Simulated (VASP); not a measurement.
A run of VASP 6.6.1 is set up as follows.

Contents of INCAR:

```
SYSTEM = La2O3
PREC = Accurate
ENCUT = 520
EDIFF = 1E-8
ISMEAR = 0
SIGMA = 0.01
LREAL = .FALSE.
LASPH = .TRUE.
NELM = 60
ALGO = Normal
ISIF = 2
LWAVE = .FALSE.
LCHARG = .FALSE.
GGA = PE
LEPSILON = .TRUE.
```

The input KPOINTS:

```
Automatic mesh
0
G
  6 6 4
  0 0 0
```

The input POSCAR:

```
La2O3
1.0
    3.9351015445      0.0000000000      0.0000000000
   -1.9675507723      3.4078979040      0.0000000000
    0.0000000000      0.0000000000      6.1262271529
La O
2 3
Direct
    0.6666666667      0.3333333333      0.7538431649
    0.3333333333      0.6666666667      0.2461568351
    0.6666666667      0.3333333333      0.3538862904
    0.3333333333      0.6666666667      0.6461137096
    0.0000000000      0.0000000000      0.0000000000
```

Potentials or basis: VASP PAW PBE potentials, release 64 (La, O).

Command:

```console
$ cat potpaw_PBE.64/La/POTCAR potpaw_PBE.64/O/POTCAR > POTCAR
$ mpirun -np 1 vasp_std > vasp.out
```

Task: What does it give for the electronic dielectric tensor (diagonal)?

Result: 4.81, 4.81, 4.70.

Task: Predict the Born charges (mean of the diagonal).

Result: La +4.08; O -2.75, -2.67 (each value once) e.

Task: Predict the band gap on the k mesh.

Result: 3.86 eV (least direct gap 3.98 eV).

Born effective charge tensors (e):
atom 1, La
```
4.21 0.00 0.00
0.00 4.21 0.00
0.00 0.00 3.83
```
atom 2, La
```
4.21 0.00 0.00
0.00 4.21 0.00
0.00 0.00 3.83
```
atom 3, O
```
-2.86  0.00  0.00
 0.00 -2.86  0.00
 0.00  0.00 -2.54
```
atom 4, O
```
-2.86  0.00  0.00
 0.00 -2.86  0.00
 0.00  0.00 -2.54
```
atom 5, O
```
-2.71  0.00  0.00
 0.00 -2.71  0.00
 0.00  0.00 -2.58
```

Caveat: spin-orbit coupling is left out, which moves the levels of the heavy elements. A k mesh can miss the band edges.
